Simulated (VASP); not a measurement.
Input of a VASP 6.6.1 run:

File INCAR:

```
SYSTEM = Al
PREC = Accurate
ENCUT = 520
EDIFF = 1E-6
ISMEAR = 0
SIGMA = 0.1
LREAL = .FALSE.
LASPH = .TRUE.
NELM = 100
ALGO = Fast
ISIF = 2
LWAVE = .FALSE.
LCHARG = .FALSE.
GGA = PE
NBANDS = 10
```

The input KPOINTS:

```
regular mesh
0
G
  6 6 6
  0 0 0
```

File POSCAR:

```
Al
1.0
    4.5759363812     -0.0000000036      0.0000000000
   -2.2879681874      3.9628771540      0.0000000000
    0.0000000000      0.0000000000      2.7147968980
Al
2
Direct
    0.3333333333      0.6666666667      0.0000000000
    0.6666666667      0.3333333333      0.0000000000
```

Potentials or basis: VASP PAW PBE potentials, release 64 (Al).

Launch:

```console
$ cat potpaw_PBE.64/Al/POTCAR > POTCAR
$ mpirun -np 1 vasp_std > vasp.out
```

Q: Predict the pressure.

A: 0.0 GPa.

Q: Predict the band gap on the k mesh.

A: Zero (band 3 reaches 6.41 eV, above the bottom of band 4 at 2.48 eV).

Stress tensor (GPa, compression positive):
```
-0.07  0.00  0.00
 0.00 -0.07  0.00
 0.00  0.00  0.03
```

Caveat: the k points lie up to 0.39 Å⁻¹ apart.
